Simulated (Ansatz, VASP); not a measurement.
# SiC: VASP beside Ansatz

INCAR

```
SYSTEM = SiC
PREC     = Accurate       ! precision mode
ENCUT    = 520            ! plane-wave cutoff, eV
EDIFF    = 1E-6           ! SCF threshold, eV
ISMEAR   = -1             ! smearing method
SIGMA    = 0.05           ! smearing width, eV
LREAL    = .FALSE.        ! projectors in reciprocal space
LASPH    = .TRUE.         ! aspherical terms in the spheres
NELM     = 80             ! most SCF steps
ALGO     = Normal         ! electronic algorithm
ISIF     = 2              ! what is computed and relaxed
LWAVE    = .FALSE.        ! write WAVECAR
LCHARG   = .FALSE.        ! write CHGCAR
GGA      = PS             ! functional
IVDW     = 12             ! dispersion correction
NBANDS   = 16             ! bands
```

Contents of KPOINTS:

```
Automatic mesh
0
G
  10 10 5
  0 0 0
```

Contents of POSCAR:

```
SiC
1.0
    3.1363290418      0.0000000000      0.0000000000
   -1.5681645209      2.7161406248      0.0000000000
    0.0000000000      0.0000000000      5.1470055276
Si C
2 2
Direct
    0.6666666667      0.3333333333      0.5000000000
    0.3333333333      0.6666666667      0.0000000000
    0.6666666667      0.3333333333      0.8850000000
    0.3333333333      0.6666666667      0.3850000000
```

input.yaml

```yaml
crystal:
  lattice:
    - [3.1363290418, 0.0, 0.0]
    - [-1.5681645209, 2.7161406248, 0.0]
    - [0.0, 0.0, 5.1470055276]
  atoms:
    - { symbol: Si, position: [0.6666666667, 0.3333333333, 0.5] }
    - { symbol: Si, position: [0.3333333333, 0.6666666667, 0.0] }
    - { symbol: C, position: [0.6666666667, 0.3333333333, 0.885] }
    - { symbol: C, position: [0.3333333333, 0.6666666667, 0.385] }
hamiltonian:
  xc: pbesol
  pseudopotentials: { kind: paw }
  dispersion: d3bj
kpoints:
  mp_grid: { grid: [10, 10, 5] }
scf:
  occupations: { method: fermi_dirac, width: 0.05 }
output:
  forces: true
  stress: true
  eigenvalues: true
```

Alike in both runs: task single point; functional PBEsol; dispersion D3(BJ); k mesh 10 × 10 × 5; occupations fermi-dirac, width 0.05 eV; no spin polarisation.

|  | VASP | Ansatz |
| --- | --- | --- |
| version | VASP 6.6.1 | Ansatz 0.2.0 |
| potentials or method | VASP PAW PBE potentials, release 64 (Si, C) | Ansatz PAW |
| plane-wave cutoff (eV) | 520 | 420 |
| valence electrons in the cell | 16 | 16 |

Ansatz gave:

| Property | Result |
| --- | --- |
| gap on the k mesh at the Fermi level (eV) | 2.37 |
| least direct gap on the mesh (eV) | 3.84 |
| pressure (GPa) | -14.7 |
| traceless stress, the component that is largest in VASP (GPa) | -1.79 |
| rms of the force components (eV/Å) | 0.380 |

Which values does VASP return?

gap on the k mesh at the Fermi level (eV): 2.36; least direct gap on the mesh (eV): 3.84; pressure (GPa): -14.4; traceless stress, the component that is largest in VASP (GPa): -1.85; rms of the force components (eV/Å): 0.382.

VASP's potentials were made for PBE, not for PBEsol. Atom by atom the forces differ by 0.002 eV/Å (rms over components).

Noted on Ansatz's run: odd divisions of the mesh miss points on the zone boundary, where band edges often lie, so the gap on the mesh can be too wide.
